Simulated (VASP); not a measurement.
Input of a VASP 6.6.1 run:

INCAR

```
SYSTEM = CaF2
PREC = Accurate
ENCUT = 600
EDIFF = 1E-6
ISMEAR = 0
SIGMA = 0.01
LREAL = .FALSE.
LASPH = .TRUE.
NELM = 120
ALGO = Normal
ISIF = 2
LWAVE = .FALSE.
LCHARG = .FALSE.
GGA = PE
NBANDS = 19
GGA_COMPAT = .FALSE.
```

KPOINTS

```
Automatic mesh
0
G
  6 6 6
  0 0 0
```

File POSCAR:

```
CaF2
1.0
    0.0000000000      2.7580413626      2.7580413626
    2.7580413626      0.0000000000      2.7580413626
    2.7580413626      2.7580413626      0.0000000000
Ca F
1 2
Direct
    0.0000000000      0.0000000000      0.0000000000
    0.2500000000      0.2500000000      0.2500000000
    0.7500000000      0.7500000000      0.7500000000
```

Potentials or basis: VASP PAW PBE potentials, release 64 (Ca_sv, F).

Command:

```console
$ cat potpaw_PBE.64/Ca_sv/POTCAR potpaw_PBE.64/F/POTCAR > POTCAR
$ mpirun -np 1 vasp_std > vasp.out
```

Task: Estimate the band gap on the k mesh.

Result: 7.11 eV, indirect (least direct gap 7.36 eV).

Task: Predict the pressure.

Result: 0.0 GPa.

A k mesh can miss the band edges. Expect the measured gap to be larger: semilocal functionals such as PBE lack the derivative discontinuity.
